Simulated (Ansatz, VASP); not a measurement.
## Al2O3 in VASP and in Ansatz

```
Al O
1.0
     2.89479    0.00000    0.00000
    -1.44740    2.50696    0.00000
     0.00000    0.00000    7.45560
Al O
2 3
Cartesian
  0.0000 0.0000 1.3490
  0.0000 0.0000 6.1066
  0.0000 1.6713 1.9981
  1.4474 0.8357 0.0000
  0.0000 1.6713 5.4575
```

Alike in both runs: task single point; functional r2SCAN; k mesh 12 × 12 × 4; occupations gaussian, width 0.05 eV; no spin polarisation.

```csv
,VASP,Ansatz
version,VASP 6.6.1,Ansatz 0.2.0
potentials or method,"VASP PAW PBE potentials, release 64 (Al, O), cutoff 520 eV","scalar-relativistic, plane waves, PAW"
valence electrons in the cell,24,24
```

|  | VASP | Ansatz | Ansatz less VASP |
| --- | --- | --- | --- |
| gap on the k mesh at the Fermi level (eV) | 5.17 | 5.20 | +0.029 |
| least direct gap on the mesh (eV) | 5.33 | 5.36 | +0.027 |
| pressure (GPa) | -2.7 | -2.5 | +0.20 |
| traceless stress, the component that is largest in VASP (GPa) | 8.32 | 8.65 | +0.328 |
| rms of the force components (eV/Å) | 0.242 | 0.236 | -0.0062 |

VASP's potentials were made for PBE, not for r2SCAN. Atom by atom the forces differ by 0.016 eV/Å (rms over components).
